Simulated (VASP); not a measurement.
Set up this calculation in VASP 6.6.1, as the native input.

| Quantity | Value |
| --- | --- |
| Task | single point |
| Functional | PBE |
| Potentials or basis | VASP PAW PBE potentials, release 64 (Y_sv, Cr_pv) |
| Cutoff | 520 eV |
| k mesh | 10 × 10 × 10 |
| Occupations | gaussian, width 0.1 eV |
| Spin | collinear spin, ferromagnetic start |
| Starting moments | [0.0, 0.0, 0.0, 4.38] μB |
| Dipole correction | no |
| Further INCAR settings | ALGO = Normal; EDIFF = 1e-07; NBANDS = 34 |

The structure of Y3Cr lies in POSCAR:

```
Y3Cr
1.0
    4.8013908326      0.0000000000      0.0000000000
    0.0000000000      4.8013908326      0.0000000000
    0.0000000000      0.0000000000      4.8013908326
Y Cr
3 1
Direct
    0.0000000000      0.5000000000      0.5000000000
    0.5000000000      0.0000000000      0.5000000000
    0.5000000000      0.5000000000      0.0000000000
    0.0000000000      0.0000000000      0.0000000000
```

One way to write it, as run:

INCAR

```
SYSTEM = Y3Cr
PREC = Accurate
ENCUT = 520
EDIFF = 1E-7
ISMEAR = 0
SIGMA = 0.1
LREAL = .FALSE.
LASPH = .TRUE.
NELM = 150
ALGO = Normal
ISIF = 2
LWAVE = .FALSE.
LCHARG = .TRUE.
ISPIN = 2
MAGMOM = 0 0 0 4.38
LORBIT = 11
LMAXMIX = 4
GGA = PE
LELF = .TRUE.
LVHAR = .TRUE.
NBANDS = 34
```

KPOINTS

```
Automatic mesh
0
G
  10 10 10
  0 0 0
```

Potentials or basis: VASP PAW PBE potentials, release 64 (Y_sv, Cr_pv).

Launch:

```bash
$ cat potpaw_PBE.64/Y_sv/POTCAR potpaw_PBE.64/Cr_pv/POTCAR > POTCAR
$ mpirun -np 1 vasp_std > vasp.out
```

It gave:

```yaml
Pressure: -0.1 GPa
Band_gap_on_the_k_mesh: zero (filled and empty bands overlap)
Net_moment: -3.03 μB per cell
Site_moments: Y +0.24; Cr -3.56 μB
Valence_electrons_inside_the_program's_atomic_spheres: Y 9.54; Cr 10.46
```

Run time: 16 min on 1 thread of Intel Xeon 8259CL (shared host), peak memory 0.47 GiB.
